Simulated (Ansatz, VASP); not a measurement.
# Two plane-wave programs on Lu3Sc2O

```
CELL_PARAMETERS angstrom
3.14420 0.00000 0.00000
0.00000 3.14420 0.00000
0.00000 0.00000 13.31055
ATOMIC_POSITIONS crystal
Lu 0.00000 0.00000 0.00000
Lu 0.00000 0.00000 0.61694
Lu 0.00000 0.00000 0.38306
Sc 0.50000 0.50000 0.80795
Sc 0.50000 0.50000 0.19205
O 0.50000 0.50000 0.50000
```

Change from the starting cell: species swapped into the MgSc3Ru2 type (P4/mmm, No. 123).

Alike in both runs: functional PBE; k mesh 6 × 6 × 2; occupations gaussian, width 0.1 eV; no spin polarisation.

Ansatz relaxed the structure, and its values are those at the end. VASP's run is a single point on that final structure, the one shown.

|  | VASP | Ansatz |
| --- | --- | --- |
| version | VASP 6.6.1 | Ansatz 0.2.0 |
| potentials or method | VASP PAW PBE potentials, release 64 (Lu, Sc_sv, O), cutoff 520 eV | scalar-relativistic, plane waves, PAW |
| valence electrons in the cell | 103 | 103 |

|  | VASP | Ansatz | Ansatz less VASP |
| --- | --- | --- | --- |
| gap on the k mesh at the Fermi level (eV) | none | none | - |
| pressure (GPa) | 0.2 | 0.0 | -0.15 |

A gap of «none» marks a metal or a gap that the smearing closes.

Neither program's run includes spin-orbit coupling.
